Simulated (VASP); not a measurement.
# GaN (I4/mmm) in VASP: notebook, part 2 of 2

VASP 6.6.1. Earlier steps stand in the parts before.

## 5. Single point, PBE (strain -0.015 along x and y, +0.015 along z)

INCAR

```
PREC = Accurate ; ENCUT = 520
EDIFF = 1E-6 ; ISMEAR = 0
SIGMA = 0.05 ; LREAL = F
LASPH = T ; NELM = 60
ALGO = Normal ; ISIF = 2
LWAVE = F ; LCHARG = F
GGA = PE ; NBANDS = 16
```

KPOINTS

```
regular mesh
0
Gamma
  14 14 14
```

POSCAR

```
GaN
1.0
    0.0000000000      2.1032064750      2.1672635250
    2.1032064750      0.0000000000      2.1672635250
    2.1032064750      2.1032064750      0.0000000000
Ga N
1 1
Direct
    0.0000000000      0.0000000000      0.0000000000
    0.5000000000      0.5000000000      0.5000000000
```

Potentials or basis: VASP PAW PBE potentials, release 64 (Ga_d, N).

Run with:

```
$ cat potpaw_PBE.64/Ga_d/POTCAR potpaw_PBE.64/N/POTCAR > POTCAR
$ mpirun -np 1 vasp_std > vasp.out
```

OUTCAR:

```text
PREC = Accurate
   ENCUT = 520
   EDIFF = 1E-6
   ISMEAR = 0
   LREAL = F
   LASPH = T
   NELM = 60
   ISIF = 2
   GGA = PE

 ion  position               nearest neighbor table
   1  0.000  0.000  0.000-   2 2.10   2 2.10   2 2.10   2 2.10   2 2.17   2 2.17
   2  0.500  0.500  0.500-   1 2.10   1 2.10   1 2.10   1 2.10   1 2.17   1 2.17

  LATTYP: Found a body centered tetragonal cell.
 ALAT       =     2.9743831214
 C/A-ratio  =     1.4572860567

  Lattice vectors:

 A1 = (  -2.1032064750,   0.0000000000,   2.1672635250)
 A2 = (   2.1032064750,   0.0000000000,   2.1672635250)
 A3 = (   0.0000000000,   2.1032064750,  -2.1672635250)

Analysis of symmetry for initial positions (statically):
=====================================================================
 Subroutine PRICEL returns:
 Original cell was already a primitive cell.

 Routine SETGRP: Setting up the symmetry group for a
 body centered tetragonal supercell.

 Subroutine GETGRP returns: Found 16 space group operations
 (whereof 16 operations were pure point group operations)
 out of a pool of 16 trial point group operations.

The static configuration has the point symmetry D_4h.

Analysis of symmetry for dynamics (positions and initial velocities):
=====================================================================
 Subroutine PRICEL returns:
 Original cell was already a primitive cell.

 Routine SETGRP: Setting up the symmetry group for a
 body centered tetragonal supercell.

 Subroutine GETGRP returns: Found 16 space group operations
 (whereof 16 operations were pure point group operations)
 out of a pool of 16 trial point group operations.

The dynamic configuration has the point symmetry D_4h.

 Subroutine INISYM returns: Found 16 space group operations
 (whereof 16 operations are pure point group operations),
[... 110 lines left out ...]
   EFERMI =   0.00;   METHOD = LEGACY
   ISMEAR =     0;   SIGMA  =   0.05  broadening in eV -4-tet -1-fermi 0-gaus
   EFERMI_NEDOS =   21; number of points for ismear=-14 and -15
   IALGO  =     38    algorithm
   IMIX   =      4    mixing-type and parameters
     AMIX     =   0.40;   BMIX     =  1.00
     AMIX_MAG =   1.60;   BMIX_MAG =  1.00
  volume/ion in A,a.u.               =       9.59        64.70
  Fermi-wavevector in a.u.,A,eV,Ry     =   1.602989  3.029210 34.961164  2.569573
  Thomas-Fermi vector in A             =   2.699723
   LORBIT       =      0    0 simple, 1 ext, 2 COOP (PROOUT), +10 PAW based schemes
   GGA     = PE    functional components
   LHFCALC =     F    Hartree Fock is set to
   AEXX    =    0.0000 exact exchange contribution
   IVDW    =     0    specifies the selected vdW correction
   LEPSILON=     F    determine dielectric tensor
   LRPA    =     F    only Hartree local field effects (RPA)
 non-spin polarized calculation
 Gauss-broadening in eV      SIGMA  =   0.05
  energy-cutoff  :      520.00
  volume of cell :       19.17
 maximum number of plane-waves:       540
   NGX = 11   NGY = 11   NGZ = 11

 number of electron      18.0000006 magnetization

 Free energy of the ion-electron system (eV)
  ---------------------------------------------------
  ext. energy  EPLUGINS =         0.00000000
  ---------------------------------------------------
  free energy    TOTEN  =       -11.19644639 eV

  energy without entropy =      -11.19644639  energy(sigma->0) =      -11.19644639

 E-fermi :   7.9314     XC(G=0): -12.9896

 val. band max:        7.7417304674   @ k =  -0.2143   0.1429   0.0000
 cond. band min:       8.1115868145   @ k =   0.5000   0.0000   0.5000
 fundamental gap:      0.3698563471
 Fermi energy:         7.9313994450

 k-point     1 :       0.0000    0.0000    0.0000
  band No.  band energies     occupation
      1      -9.4515      2.00000
      2      -6.3011      2.00000
      3      -6.2865      2.00000
      4      -6.2865      2.00000
      5      -6.2199      2.00000
      6      -6.1800      2.00000
[... 433 lines left out ...]
      3      -6.2887      2.00000
      4      -6.2516      2.00000
      5      -6.1286      2.00000
      6      -6.1037      2.00000
[... 8 lines left out ...]
     15      27.0407      0.00000
     16      28.2847      0.00000

 [... further k-points ...]

------------------------ aborting loop because EDIFF is reached ----------------------------------------

  FORCE on cell =-STRESS in cart. coord.  units (eV):
  Direction    XX          YY          ZZ          XY          YZ          ZX
  --------------------------------------------------------------------------------------
  -------------------------------------------------------------------------------------
  Total        0.6975532      0.6975532      0.0706075      0.0000000     -0.0000000     -0.0000000
  in kB       58.2884298     58.2884298      5.9000553      0.0000000     -0.0000000     -0.0000000
  external PRESSURE =      40.8256383 kB  Pullay stress =       0.0000000 kB

 VOLUME and BASIS-vectors are now :
 -----------------------------------------------------------------------------
  energy-cutoff  :      520.00
  volume of cell :       19.17
      direct lattice vectors                 reciprocal lattice vectors
     0.000000000  2.103206475  2.167263525    -0.237732246  0.237732246  0.230705678
     2.103206475  0.000000000  2.167263525     0.237732246 -0.237732246  0.230705678
     2.103206475  2.103206475  0.000000000     0.237732246  0.237732246 -0.230705678

 POSITION                                       TOTAL-FORCE (eV/Angst)
 -----------------------------------------------------------------------------------
      0.00000      0.00000      0.00000         0.000000     -0.000000      0.000000
      2.10321      2.10321      2.16726        -0.000000      0.000000     -0.000000
 -----------------------------------------------------------------------------------
    total drift:                                0.000000     -0.000000     -0.000000

  FREE ENERGIE OF THE ION-ELECTRON SYSTEM (eV)
  ---------------------------------------------------
  free  energy   TOTEN  =       -11.1964463944 eV

  energy  without entropy=      -11.1964463943  energy(sigma->0) =      -11.19644639
```

stdout:

```text
POSCAR found type information on POSCAR GaN
 POSCAR found :  2 types and       2 ions
 scaLAPACK will be used
 LDA part: xc-table for (Slater+PW92), standard interpolation
 POSCAR, INCAR and KPOINTS ok, starting setup
 FFT: planning ... GRIDC
 FFT: planning ... GRID_SOFT
 FFT: planning ... GRID
 WAVECAR not read
 entering main loop
```

Run time: 39 s. Hardware: 1 thread of Intel Xeon Platinum 8488C (Sapphire Rapids), shared host; peak memory 0.19 GiB.

Results:

| Quantity | Value |
| --- | --- |
| Free energy | -11.1964 eV |
| Pressure | 4.1 GPa |
| Band gap on the k mesh | 0.37 eV, indirect (least direct gap 2.39 eV) |

Stress tensor (GPa, compression positive):
```
5.83 0.00 0.00
0.00 5.83 0.00
0.00 0.00 0.59
```

Caveat: the cell differs from its parent crystal (strain -0.015 along x and y, +0.015 along z).

## 6. Single point, PBE (strain -0.015 along x and y, +0.030 along z)

INCAR

```
SYSTEM = GaN
PREC = Accurate
ENCUT = 520
EDIFF = 1E-6
ISMEAR = 0
SIGMA = 0.05
LREAL = .FALSE.
LASPH = .TRUE.
NELM = 80
ALGO = Normal
ISIF = 2
LWAVE = .FALSE.
LCHARG = .FALSE.
GGA = PE
NBANDS = 16
```

KPOINTS

```
Automatic mesh
0
G
  14 14 14
  0 0 0
```

POSCAR

```
GaN
1.0
    0.0000000000      2.1032064750      2.1992920500
    2.1032064750      0.0000000000      2.1992920500
    2.1032064750      2.1032064750      0.0000000000
Ga N
1 1
Direct
    0.0000000000      0.0000000000      0.0000000000
    0.5000000000      0.5000000000      0.5000000000
```

Potentials or basis: VASP PAW PBE potentials, release 64 (Ga_d, N).

Run with:

```
$ cat potpaw_PBE.64/Ga_d/POTCAR potpaw_PBE.64/N/POTCAR > POTCAR
$ mpirun -np 1 vasp_std > vasp.out
```

It took 43 s on 1 thread of Intel Xeon Platinum 8488C (Sapphire Rapids), shared host; peak memory 0.19 GiB.

The run converged. Its results:

```
Free energy            : -11.1941 eV
Pressure               : 1.2 GPa
Band gap on the k mesh : 0.24 eV, indirect (least direct gap 2.15 eV)
```

Stress tensor (GPa, compression positive):
```
 3.55  0.00  0.00
 0.00  3.55  0.00
 0.00  0.00 -3.43
```

Levels at points of the mesh, in eV from the valence-band top:
| k point | band 5 | band 6 | band 7 | band 8 | band 9 | band 10 | band 11 | band 12 | band 13 | band 14 |
| --- | --- | --- | --- | --- | --- | --- | --- | --- | --- | --- |
| (0.00, 0.00, 0.00) | -13.99 | -13.94 | -0.67 | -0.67 | -0.29 | 1.86 | 14.20 | 14.28 | 14.64 | 14.64 |
| (0.50, 0.00, 0.00) | -13.86 | -13.83 | -8.15 | -0.34 | -0.12 | 4.46 | 8.54 | 8.98 | 9.32 | 16.02 |
| (0.50, 0.50, 0.00) | -13.81 | -11.40 | -7.00 | -2.82 | -2.82 | 0.68 | 8.09 | 11.19 | 14.39 | 14.39 |
| (0.50, 0.00, 0.50) | -13.76 | -10.95 | -6.91 | -3.37 | -2.75 | 0.24 | 7.60 | 11.76 | 13.26 | 14.57 |

Caveat: the cell differs from its parent crystal (strain -0.015 along x and y, +0.030 along z). A k mesh can miss the band edges.

## 7. The runs side by side

```csv
cell,gap on the mesh (eV),pressure (GPa)
"a = 3.021, b = 3.021, c = 2.929 Å, angles 61.0, 61.0, 58.0°, 2 atoms",0.37,8.8
"a = 2.997, b = 2.997, c = 2.974 Å, angles 60.3, 60.3, 59.5°, 2 atoms",0.52,7.3
"a = 2.997, b = 2.997, c = 3.020 Å, angles 59.8, 59.8, 60.5°, 2 atoms",0.39,3.8
"a = 3.020, b = 3.020, c = 2.974 Å, angles 60.5, 60.5, 59.0°, 2 atoms",0.37,4.1
"a = 3.043, b = 3.043, c = 2.974 Å, angles 60.7, 60.7, 58.5°, 2 atoms",0.24,1.2
```

Alike in all rows: task single point; level PBE; potentials or basis VASP PAW PBE potentials, release 64 (Ga_d, N); no spin polarisation; k mesh 14 × 14 × 14; cutoff (eV) 520; smearing gaussian 0.05 eV.

Absolute energies hang on the potentials; compare differences alone.
